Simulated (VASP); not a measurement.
Set up this calculation in VASP 6.6.1, as the native input.

```
Task                   : single point
Functional             : PBE
Potentials or basis    : VASP PAW PBE potentials, release 64 (Na_pv, La)
Cutoff                 : 520 eV
k mesh                 : 9 × 9 × 5
Occupations            : methfessel-paxton, width 0.1 eV
Spin                   : no spin polarisation
Dipole correction      : no
Further INCAR settings : ALGO = Normal; EDIFF = 1e-06; NBANDS = 16
```

The structure of NaLa lies in POSCAR:

```
NaLa
1.0
    3.6537061000      0.0000000000      0.0000000000
   -1.8268581158      3.1641981341      0.0000000000
    0.0000000000      0.0000000000      6.5691026793
Na La
1 1
Direct
    0.0000000000      0.0000000000      0.0000000000
    0.3333333333      0.6666666667      0.5000000000
```

These files were run (other wordings do the same):

INCAR

```
  PREC = Accurate
  ENCUT = 520
  EDIFF = 1E-6
  ISMEAR = 1
  SIGMA = 0.1
  LREAL = False
  LASPH = True
  NELM = 60
  ALGO = Normal
  ISIF = 2
  LWAVE = False
  LCHARG = False
  GGA = PE
  NBANDS = 16
```

KPOINTS

```
Automatic mesh
0
Gamma
  9 9 5
```

Potentials or basis: VASP PAW PBE potentials, release 64 (Na_pv, La).

Run with:

```sh
$ cat potpaw_PBE.64/Na_pv/POTCAR potpaw_PBE.64/La/POTCAR > POTCAR
$ mpirun -np 1 vasp_std > vasp.out
```

Results of the run:

The pressure is -0.7 GPa and the band gap on the k mesh is zero (band 9 reaches 4.19 eV, above the bottom of band 10 at 3.64 eV).

Caveat: spin-orbit coupling is left out, which moves the levels of the heavy elements.

Wall time 86 s on 1 thread of AMD EPYC 7R13 (shared host), peak memory 0.22 GiB.
